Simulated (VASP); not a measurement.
**ZnO: single point with PBEsol**

The system is ZnO.

```
Zn O
1.0
     3.23091    0.00000    0.00000
    -1.61545    2.79805    0.00000
     0.00000    0.00000    5.21561
Zn O
2 2
Direct
  0.33333 0.66667 0.00153
  0.66667 0.33333 0.50153
  0.33333 0.66667 0.38047
  0.66667 0.33333 0.88047
```

```json
{"Program": "VASP 6.6.1", "Task": "single point", "Functional": "PBEsol", "Potentials or basis": "VASP PAW PBE potentials, release 64 (Zn, O)", "Cutoff": "600 eV", "k mesh": "15 × 15 × 8", "Occupations": "gaussian, width 0.02 eV", "Spin": "no spin polarisation", "Dipole correction": "no", "Further INCAR settings": "ALGO = Normal; EDIFF = 1e-06; NBANDS = 26"}
```

```
Pressure               : 0.4 GPa
Band gap on the k mesh : 0.69 eV
```

Levels at points of the mesh, in eV from the valence-band top:
```csv
k point,band 14,band 15,band 16,band 17,band 18,band 19,band 20,band 21,band 22,band 23
"(0.00, 0.00, 0.00)",-0.81,-0.81,-0.09,0.00,0.00,0.69,5.15,8.10,12.83,12.83
"(0.00, 0.00, 0.50)",-2.27,-0.40,-0.40,-0.40,-0.40,3.38,3.38,9.96,9.96,13.12
```

Wall time 5 min on 1 thread of Intel Xeon 8259CL (shared host), peak memory 0.3 GiB.

Caveat: semilocal functionals underestimate gaps, and a narrow one can read as zero; the PAW data sets were made with another functional, which shifts forces and pressure a little. A k mesh can miss the band edges.
